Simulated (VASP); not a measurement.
# GaSb (I-4m2) in VASP: a series of runs

Runs on GaSb. Level: PBE. Tasks: single point.

All numbers are computed with VASP 6.6.1; they aren't measurements. Logs are shortened: lines on timing, memory, paths and dates and some standing lists are left out, and cuts for length are marked.

**1. The cell of the first run**

Symmetry: I-4m2, No. 119, tetragonal system. The conventional cell has a = 4.325 Å, b = 4.325 Å, c = 5.645 Å, α = 90.00°, β = 90.00°, γ = 90.00°. Ga (site symmetry -4m2) has 4 Sb at 2.58 Å within 3.4 Å. Sb (site symmetry -4m2) has 4 Ga at 2.58 Å within 3.4 Å.

**2. Single point, PBE (26.40 Å³/atom)**

The input, INCAR:

```
SYSTEM = GaSb
  ALGO = Normal
  EDIFF = 1E-6
  ENCUT = 520
  GGA = PE
  ISIF = 2
  ISMEAR = 0
  LASPH = .TRUE.
  LCHARG = .FALSE.
  LREAL = .FALSE.
  LWAVE = .FALSE.
  NBANDS = 16
  NELM = 60
  PREC = Accurate
  SIGMA = 0.15
```

The input, KPOINTS:

```
k-points
0
G
  14 14 14
  0 0 0
```

The input, POSCAR:

```
GaSb
1.0
    0.0000000000      2.8226572267      3.0581335067
    3.0581335067      0.0000000000      3.0581335067
    3.0581335067      2.8226572267      0.0000000000
Ga Sb
1 1
Direct
    0.0000000000      0.0000000000      0.0000000000
    0.7500000000      0.7500000000      0.7500000000
```

Potentials or basis: VASP PAW PBE potentials, release 64 (Ga_d, Sb).

Launch:

```bash
> cat potpaw_PBE.64/Ga_d/POTCAR potpaw_PBE.64/Sb/POTCAR > POTCAR
> mpirun -np 1 vasp_std > vasp.out
```

OUTCAR:

```text
SYSTEM = GaSb
   EDIFF = 1E-6
   ENCUT = 520
   GGA = PE
   ISIF = 2
   ISMEAR = 0
   LASPH = .TRUE.
   LREAL = .FALSE.
   NELM = 60
   PREC = Accurate

 ion  position               nearest neighbor table
   1  0.000  0.000  0.000-   2 2.58   2 2.58   2 2.58   2 2.58
   2  0.750  0.750  0.750-   1 2.58   1 2.58   1 2.58   1 2.58

  LATTYP: Found a body centered tetragonal cell.
 ALAT       =     4.3248538807
 C/A-ratio  =     1.3053191181

  Lattice vectors:

 A1 = (   0.0000000000,  -2.8226572267,   3.0581335067)
 A2 = (   0.0000000000,  -2.8226572267,  -3.0581335067)
 A3 = (   3.0581335067,   2.8226572267,   0.0000000000)

Analysis of symmetry for initial positions (statically):
=====================================================================
 Subroutine PRICEL returns:
 Original cell was already a primitive cell.

 Routine SETGRP: Setting up the symmetry group for a
 body centered tetragonal supercell.

 Subroutine GETGRP returns: Found  8 space group operations
 (whereof  8 operations were pure point group operations)
 out of a pool of 16 trial point group operations.

The static configuration has the point symmetry D_2d.

Analysis of symmetry for dynamics (positions and initial velocities):
=====================================================================
 Subroutine PRICEL returns:
 Original cell was already a primitive cell.

 Routine SETGRP: Setting up the symmetry group for a
 body centered tetragonal supercell.

 Subroutine GETGRP returns: Found  8 space group operations
 (whereof  8 operations were pure point group operations)
 out of a pool of 16 trial point group operations.

The dynamic configuration has the point symmetry D_2d.

 Subroutine INISYM returns: Found  8 space group operations
 (whereof  8 operations are pure point group operations),
 and found     1 'primitive' translations

----------------------------------------------------------------------------------------

                                     Primitive cell

  volume of cell :      52.7960

  direct lattice vectors                    reciprocal lattice vectors
     0.000000000  2.822657227  3.058133507    -0.163498421  0.177138051  0.163498421
     3.058133507  0.000000000  3.058133507     0.163498421 -0.177138051  0.163498421
     3.058133507  2.822657227  0.000000000     0.163498421  0.177138051 -0.163498421

  length of vectors
     4.161679272  4.324853881  4.161679272     0.291275396  0.291275396  0.291275396

[... 74 lines left out ...]
   ISPIN  =      1    spin polarized calculation?
   LNONCOLLINEAR =      F non collinear calculations
   LSORBIT =      F    spin-orbit coupling
   LASPH  =      T    aspherical Exc in radial PAW
   ENCUT  =  520.0 eV  38.22 Ry    6.18 a.u.   7.74  8.04  7.74*2*pi/ulx,y,z
   NELM   =     60;   NELMIN=  2; NELMDL= -5     # of ELM steps
   EDIFF  = 0.1E-05   stopping-criterion for ELM
   LREAL  =      F    real-space projection
   EDIFFG = 0.1E-04   stopping-criterion for IOM
   NSW    =      0    number of steps for IOM
   IBRION =     -1    ionic relax: 0-MD 1-quasi-New 2-CG
   NFREE  =      0    steps in history (QN), initial steepest desc. (CG)
   ISIF   =      2    stress and relaxation
   ISYM   =      2    0-nonsym 1-usesym 2-fastsym
   POTIM  = 0.5000    time-step for ionic-motion
   TEBEG  =    0.0;   TEEND  =   0.0 temperature during run
   PSTRESS=    0.0 pullay stress
   NELECT =      18.0000    total number of electrons
   NUPDOWN=      -1.0000    fix difference up-down
   EMIN   =  10.00;   EMAX   =-10.00  energy-range for DOS
   EFERMI =   0.00;   METHOD = LEGACY
   ISMEAR =     0;   SIGMA  =   0.15  broadening in eV -4-tet -1-fermi 0-gaus
   EFERMI_NEDOS =   21; number of points for ismear=-14 and -15
   IALGO  =     38    algorithm
   IMIX   =      4    mixing-type and parameters
     AMIX     =   0.40;   BMIX     =  1.00
     AMIX_MAG =   1.60;   BMIX_MAG =  1.00
  volume/ion in A,a.u.               =      26.40       178.14
  Fermi-wavevector in a.u.,A,eV,Ry     =   1.143665  2.161213 17.795993  1.307969
  Thomas-Fermi vector in A             =   2.280359
   LORBIT       =      0    0 simple, 1 ext, 2 COOP (PROOUT), +10 PAW based schemes
   GGA     = PE    functional components
   LHFCALC =     F    Hartree Fock is set to
   AEXX    =    0.0000 exact exchange contribution
   IVDW    =     0    specifies the selected vdW correction
   LEPSILON=     F    determine dielectric tensor
   LRPA    =     F    only Hartree local field effects (RPA)
 non-spin polarized calculation
 Gauss-broadening in eV      SIGMA  =   0.15
  energy-cutoff  :      520.00
  volume of cell :       52.80
 maximum number of plane-waves:      1450
   NGX = 15   NGY = 17   NGZ = 15

 number of electron      18.0000010 magnetization

 Free energy of the ion-electron system (eV)
  ---------------------------------------------------
  ext. energy  EPLUGINS =         0.00000000
  ---------------------------------------------------
  free energy    TOTEN  =        -7.18979398 eV

  energy without entropy =       -7.18952560  energy(sigma->0) =       -7.18965979

 E-fermi :   5.9732     XC(G=0):  -9.4566

 val. band max:        5.8017159739   @ k =   0.0714   0.0000   0.0000
 cond. band min:       6.0256006987   @ k =   0.0000   0.0000   0.0000
 fundamental gap:      0.2238847248
 Fermi energy:         5.9732309522

 k-point     1 :       0.0000    0.0000    0.0000
  band No.  band energies     occupation
      1      -9.4823      2.00000
      2      -9.4823      2.00000
      3      -9.4726      2.00000
      4      -9.4213      2.00000
      5      -9.4132      2.00000
      6      -6.3228      2.00000
[... 433 lines left out ...]
      3      -9.4632      2.00000
      4      -9.4221      2.00000
      5      -9.4142      2.00000
      6      -5.5257      2.00000
[... 8 lines left out ...]
     15      14.1316      0.00000
     16      14.8236      0.00000

 [... further k-points ...]
[... 5 lines left out ...]
  --------------------------------------------------------------------------------------
  -------------------------------------------------------------------------------------
  Total        2.2366271      3.1485606      2.2366271      0.0000000      0.0000000      0.0000000
  in kB       67.8739543     95.5480030     67.8739543      0.0000000      0.0000000      0.0000000
  external PRESSURE =      77.0986372 kB  Pullay stress =       0.0000000 kB

 VOLUME and BASIS-vectors are now :
 -----------------------------------------------------------------------------
  energy-cutoff  :      520.00
  volume of cell :       52.80
      direct lattice vectors                 reciprocal lattice vectors
     0.000000000  2.822657227  3.058133507    -0.163498421  0.177138051  0.163498421
     3.058133507  0.000000000  3.058133507     0.163498421 -0.177138051  0.163498421
     3.058133507  2.822657227  0.000000000     0.163498421  0.177138051 -0.163498421

 POSITION                                       TOTAL-FORCE (eV/Angst)
 -----------------------------------------------------------------------------------
      0.00000      0.00000      0.00000        -0.000000      0.000000     -0.000000
      4.58720      4.23399      4.58720         0.000000     -0.000000      0.000000
 -----------------------------------------------------------------------------------
    total drift:                               -0.000003     -0.000001     -0.000003

  FREE ENERGIE OF THE ION-ELECTRON SYSTEM (eV)
  ---------------------------------------------------
  free  energy   TOTEN  =        -7.1897939832 eV

  energy  without entropy=       -7.1895255961  energy(sigma->0) =       -7.18965979
```

It took 3.3 min on 1 thread of Intel Xeon 8259CL, shared host; peak memory 0.35 GiB.

Results:

- Free energy: -7.1898 eV
- Pressure: 7.7 GPa

Levels at points of the mesh, in eV from the Fermi level:
| k point | band 7 | band 8 | band 9 | band 10 | band 11 | band 12 |
| --- | --- | --- | --- | --- | --- | --- |
| (0.00, 0.00, 0.00) | -0.39 | -0.39 | 0.05 | 0.35 | 2.39 | 2.63 |
| (0.50, 0.00, 0.00) | -7.02 | -1.83 | -1.22 | 0.25 | 3.26 | 3.87 |
| (0.50, 0.50, 0.00) | -7.56 | -2.95 | -2.87 | 0.79 | 1.04 | 8.60 |
| (0.50, 0.00, 0.50) | -7.16 | -3.43 | -3.43 | 0.15 | 0.52 | 8.98 |

Caveat: the cell stands under pressure; spin-orbit coupling is left out, which moves the levels of the heavy elements.

**3. Single point, PBE (27.60 Å³/atom)**

This run uses another cell than the first one, of 27.60 Å³/atom.

The input, INCAR:

```
SYSTEM = GaSb
  ALGO = Normal
  EDIFF = 1E-6
  ENCUT = 520
  GGA = PE
  ISIF = 2
  ISMEAR = 0
  LASPH = .True.
  LCHARG = .False.
  LREAL = .False.
  LWAVE = .False.
  NBANDS = 16
  NELM = 100
  PREC = Accurate
  SIGMA = 0.15
```

The input, KPOINTS:

```
k-points
0
Gamma
  14 14 14
  0 0 0
```

The input, POSCAR:

```
GaSb
1.0
    0.0000000000      3.1879522946      2.9422725377
    2.9422725377      0.0000000000      2.9422725377
    2.9422725377      3.1879522946      0.0000000000
Ga Sb
1 1
Direct
    0.0000000000      0.0000000000      0.0000000000
    0.7500000000      0.7500000000      0.7500000000
```

Potentials or basis: VASP PAW PBE potentials, release 64 (Ga_d, Sb).

Launch:

```bash
> cat potpaw_PBE.64/Ga_d/POTCAR potpaw_PBE.64/Sb/POTCAR > POTCAR
> mpirun -np 1 vasp_std > vasp.out
```

OUTCAR:

```text
SYSTEM = GaSb
   EDIFF = 1E-6
   ENCUT = 520
   GGA = PE
   ISIF = 2
   ISMEAR = 0
   LASPH = .True.
   LREAL = .False.
   NELM = 100
   PREC = Accurate

 ion  position               nearest neighbor table
   1  0.000  0.000  0.000-   2 2.62   2 2.62   2 2.62   2 2.62
   2  0.750  0.750  0.750-   1 2.62   1 2.62   1 2.62   1 2.62

  LATTYP: Found a body centered tetragonal cell.
 ALAT       =     4.1610017270
 C/A-ratio  =     1.5323003948

  Lattice vectors:

 A1 = (   0.0000000000,  -3.1879522946,   2.9422725377)
 A2 = (   0.0000000000,  -3.1879522946,  -2.9422725377)
 A3 = (   2.9422725377,   3.1879522946,   0.0000000000)

Analysis of symmetry for initial positions (statically):
=====================================================================
 Subroutine PRICEL returns:
 Original cell was already a primitive cell.

 Routine SETGRP: Setting up the symmetry group for a
 body centered tetragonal supercell.

 Subroutine GETGRP returns: Found  8 space group operations
 (whereof  8 operations were pure point group operations)
 out of a pool of 16 trial point group operations.

The static configuration has the point symmetry D_2d.

Analysis of symmetry for dynamics (positions and initial velocities):
=====================================================================
 Subroutine PRICEL returns:
 Original cell was already a primitive cell.

 Routine SETGRP: Setting up the symmetry group for a
 body centered tetragonal supercell.

 Subroutine GETGRP returns: Found  8 space group operations
 (whereof  8 operations were pure point group operations)
 out of a pool of 16 trial point group operations.

The dynamic configuration has the point symmetry D_2d.

 Subroutine INISYM returns: Found  8 space group operations
 (whereof  8 operations are pure point group operations),
 and found     1 'primitive' translations

----------------------------------------------------------------------------------------

[... 106 lines left out ...]
   EFERMI =   0.00;   METHOD = LEGACY
   ISMEAR =     0;   SIGMA  =   0.15  broadening in eV -4-tet -1-fermi 0-gaus
   EFERMI_NEDOS =   21; number of points for ismear=-14 and -15
   IALGO  =     38    algorithm
   IMIX   =      4    mixing-type and parameters
     AMIX     =   0.40;   BMIX     =  1.00
     AMIX_MAG =   1.60;   BMIX_MAG =  1.00
  volume/ion in A,a.u.               =      27.60       186.24
  Fermi-wavevector in a.u.,A,eV,Ry     =   1.126842  2.129423 17.276317  1.269774
  Thomas-Fermi vector in A             =   2.263526
   LORBIT       =      0    0 simple, 1 ext, 2 COOP (PROOUT), +10 PAW based schemes
   GGA     = PE    functional components
   LHFCALC =     F    Hartree Fock is set to
   AEXX    =    0.0000 exact exchange contribution
   IVDW    =     0    specifies the selected vdW correction
   LEPSILON=     F    determine dielectric tensor
   LRPA    =     F    only Hartree local field effects (RPA)
 non-spin polarized calculation
 Gauss-broadening in eV      SIGMA  =   0.15
  energy-cutoff  :      520.00
  volume of cell :       55.20
 maximum number of plane-waves:      1504
   NGX = 17   NGY = 15   NGZ = 17

 number of electron      17.9999995 magnetization

 Free energy of the ion-electron system (eV)
  ---------------------------------------------------
  ext. energy  EPLUGINS =         0.00000000
  ---------------------------------------------------
  free energy    TOTEN  =        -7.27339007 eV

  energy without entropy =       -7.27303765  energy(sigma->0) =       -7.27321386

 E-fermi :   5.5013     XC(G=0):  -9.2576

 val. band max:        5.4953903247   @ k =   0.0000   0.0000   0.0000
 cond. band min:       5.6311345426   @ k =   0.5000   0.0000  -0.0000
 fundamental gap:      0.1357442179
 Fermi energy:         5.5013117247

 k-point     1 :       0.0000    0.0000    0.0000
  band No.  band energies     occupation
      1      -9.8654      2.00000
      2      -9.8550      2.00000
      3      -9.8550      2.00000
      4      -9.8075      2.00000
      5      -9.8012      2.00000
      6      -6.4742      2.00000
[... 433 lines left out ...]
      3      -9.8464      2.00000
      4      -9.8117      2.00000
      5      -9.7993      2.00000
      6      -5.6720      2.00000
[... 8 lines left out ...]
     15      13.6242      0.00000
     16      14.1181      0.00000

 [... further k-points ...]
[... 5 lines left out ...]
  --------------------------------------------------------------------------------------
  -------------------------------------------------------------------------------------
  Total        2.0299675      0.6489545      2.0299675      0.0000000     -0.0000000      0.0000000
  in kB       58.9239787     18.8372391     58.9239787      0.0000000     -0.0000000      0.0000000
  external PRESSURE =      45.5617322 kB  Pullay stress =       0.0000000 kB

 VOLUME and BASIS-vectors are now :
 -----------------------------------------------------------------------------
  energy-cutoff  :      520.00
  volume of cell :       55.20
      direct lattice vectors                 reciprocal lattice vectors
     0.000000000  3.187952295  2.942272538    -0.169936671  0.156840490  0.169936671
     2.942272538  0.000000000  2.942272538     0.169936671 -0.156840490  0.169936671
     2.942272538  3.187952295  0.000000000     0.169936671  0.156840490 -0.169936671

 POSITION                                       TOTAL-FORCE (eV/Angst)
 -----------------------------------------------------------------------------------
      0.00000      0.00000      0.00000         0.000000      0.000000      0.000000
      4.41341      4.78193      4.41341        -0.000000     -0.000000     -0.000000
 -----------------------------------------------------------------------------------
    total drift:                               -0.000001     -0.000003     -0.000001

  FREE ENERGIE OF THE ION-ELECTRON SYSTEM (eV)
  ---------------------------------------------------
  free  energy   TOTEN  =        -7.2733900694 eV

  energy  without entropy=       -7.2730376505  energy(sigma->0) =       -7.27321386
```

Wall time 3.6 min (1 thread of Intel Xeon 8259CL, shared host); peak memory 0.35 GiB.

What came out:

```yaml
Free_energy: -7.2734 eV
Pressure: 4.6 GPa
```

Stress tensor (GPa, compression positive):
```
5.89 0.00 0.00
0.00 1.88 0.00
0.00 0.00 5.89
```

Levels at points of the mesh, in eV from the Fermi level:
```csv
k point,band 5,band 6,band 7,band 8,band 9,band 10,band 11,band 12,band 13,band 14
"(0.00, 0.00, 0.00)",-15.30,-11.98,-0.61,-0.07,-0.07,-0.01,2.47,2.47,2.71,5.61
"(0.50, 0.00, 0.00)",-15.30,-10.25,-6.79,-1.79,-1.12,0.13,3.39,3.74,6.25,9.08
"(0.50, 0.50, 0.00)",-15.30,-9.27,-7.09,-3.13,-3.06,0.41,0.77,8.32,8.35,9.72
"(0.50, 0.00, 0.50)",-15.31,-9.59,-7.48,-2.60,-2.60,1.04,1.30,8.61,8.61,9.88
```

Caveat: the cell stands under pressure; spin-orbit coupling is left out, which moves the levels of the heavy elements.

**4. Single point, PBE (27.60 Å³/atom)**

This run uses another cell than the first one, of 27.60 Å³/atom.

The input, INCAR:

```
ALGO = Normal
EDIFF = 1E-6
ENCUT = 520
GGA = PE
ISIF = 2
ISMEAR = 0
LASPH = True
LCHARG = False
LREAL = False
LWAVE = False
NBANDS = 16
NELM = 80
PREC = Accurate
SIGMA = 0.15
```

The input, KPOINTS:

```
k-points
0
Gamma
  14 14 14
```

The input, POSCAR:

```
GaSb
1.0
    0.0000000000      2.8647957966      3.1037874286
    3.1037874286      0.0000000000      3.1037874286
    3.1037874286      2.8647957966      0.0000000000
Ga Sb
1 1
Direct
    0.0000000000      0.0000000000      0.0000000000
    0.7500000000      0.7500000000      0.7500000000
```

Launch:

```bash
> cat potpaw_PBE.64/Ga_d/POTCAR potpaw_PBE.64/Sb/POTCAR > POTCAR
> mpirun -np 1 vasp_std > vasp.out
```

Wall time 4.2 min (1 thread of Intel Xeon 8259CL, shared host); peak memory 0.36 GiB.

It converged, with:

* Free energy: -7.2806 eV
* Pressure: 4.5 GPa

Stress tensor (GPa, compression positive):
```
3.58 0.00 0.00
0.00 6.42 0.00
0.00 0.00 3.58
```

Levels at points of the mesh, in eV from the Fermi level:
```csv
k point,band 6,band 7,band 8,band 9,band 10,band 11,band 12,band 13
"(0.00, 0.00, 0.00)",-11.96,-0.38,-0.38,0.02,0.04,2.41,2.65,2.65
"(0.50, 0.00, 0.00)",-10.24,-6.78,-1.74,-1.15,0.16,3.29,3.85,6.27
"(0.50, 0.50, 0.00)",-9.46,-7.33,-2.78,-2.71,0.85,1.13,8.33,8.38
"(0.50, 0.00, 0.50)",-9.16,-6.95,-3.25,-3.25,0.23,0.63,8.70,8.70
```

Caveat: the cell stands under pressure; spin-orbit coupling is left out, which moves the levels of the heavy elements.

**5. Summary**

| cell | pressure (GPa) |
| --- | --- |
| a = 4.162, b = 4.325 Å, angles 58.7, 62.6, 58.7°, 2 atoms | 7.7 |
| a = 4.338, b = 4.161 Å, angles 61.3, 57.3, 61.3°, 2 atoms | 4.6 |
| a = 4.224, b = 4.389 Å, angles 58.7, 62.6, 58.7°, 2 atoms | 4.5 |

Alike in all rows: task single point; level PBE; potentials or basis VASP PAW PBE potentials, release 64 (Ga_d, Sb); no spin polarisation; k mesh 14 × 14 × 14; cutoff (eV) 520; smearing gaussian 0.15 eV.

Caveats: the cell stands under pressure; spin-orbit coupling is left out, which moves the levels of the heavy elements.

Absolute energies hang on the potentials; compare differences alone.
